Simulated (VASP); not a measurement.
Set up this calculation in VASP 6.6.1, as the native input.

| Item | Value |
| --- | --- |
| Task | single point |
| Functional | HSE06 |
| Potentials or basis | VASP PAW PBE potentials, release 64 (Si) |
| Cutoff | 520 eV |
| k mesh | 4 × 4 × 4 |
| Occupations | fermi-dirac, width 0.05 eV |
| Spin | no spin polarisation |
| Dipole correction | no |
| Grid for exact exchange (PRECFOCK) | Normal |
| Further INCAR settings | ALGO = Normal; EDIFF = 1e-06; NBANDS = 11 |
| Screening parameter | 0.2079 1/Å |

The system is Si.

```
CELL_PARAMETERS angstrom
0.00000 2.71664 2.71664
2.71664 0.00000 2.71664
2.71664 2.71664 0.00000
ATOMIC_POSITIONS crystal
Si 0.00000 0.00000 0.00000
Si 0.25000 0.25000 0.25000
```

One way to write it, as run:

POSCAR

```
Si
1.0
    0.0000000000      2.7166437422      2.7166437422
    2.7166437422      0.0000000000      2.7166437422
    2.7166437422      2.7166437422      0.0000000000
Si
2
Direct
    0.0000000000      0.0000000000      0.0000000000
    0.2500000000      0.2500000000      0.2500000000
```

INCAR.step1

```
PREC     = Accurate       # precision mode
ENCUT    = 520            # plane-wave cutoff, eV
EDIFF    = 1E-5           # SCF threshold, eV
ISMEAR   = -1             # smearing method
SIGMA    = 0.05           # smearing width, eV
LREAL    = F              # projectors in reciprocal space
LASPH    = T              # aspherical terms in the spheres
NELM     = 60             # most SCF steps
ALGO     = Normal         # electronic algorithm
ISIF     = 2              # what is computed and relaxed
LWAVE    = T              # write WAVECAR
LCHARG   = F              # write CHGCAR
GGA      = PE             # functional
NBANDS   = 11             # bands
```

INCAR.step2

```
PREC     = Accurate       # precision mode
ENCUT    = 520            # plane-wave cutoff, eV
EDIFF    = 1E-6           # SCF threshold, eV
ISMEAR   = -1             # smearing method
SIGMA    = 0.05           # smearing width, eV
LREAL    = F              # projectors in reciprocal space
LASPH    = T              # aspherical terms in the spheres
NELM     = 60             # most SCF steps
ALGO     = Normal         # electronic algorithm
ISIF     = 2              # what is computed and relaxed
LWAVE    = F              # write WAVECAR
LCHARG   = F              # write CHGCAR
GGA      = PE             # functional
LHFCALC  = T              # exact exchange
HFSCREEN = 0.2079         # screening, 1/A
PRECFOCK = Normal       
ISTART   = 1            
NBANDS   = 11             # bands
```

KPOINTS

```
regular mesh
0
Gamma
  4 4 4
```

Potentials or basis: VASP PAW PBE potentials, release 64 (Si).

Command:

```sh
$ cat potpaw_PBE.64/Si/POTCAR > POTCAR
$ cp INCAR.step1 INCAR
$ mpirun -np 1 vasp_std > vasp.out
$ cp INCAR.step2 INCAR
$ mpirun -np 1 vasp_std > vasp.out
```

It gave:

| Property | Result |
| --- | --- |
| Pressure | 0.6 GPa |
| Band gap on the k mesh | 1.33 eV, indirect (least direct gap 3.35 eV) |

Caveat: the k points lie up to 0.50 Å⁻¹ apart; the PAW data sets were made with another functional, which shifts forces and pressure a little.

Wall time 42 s on 1 thread of Intel(R) Xeon(R) 6975P-C (Granite Rapids), on a shared host, peak memory 0.25 GiB.
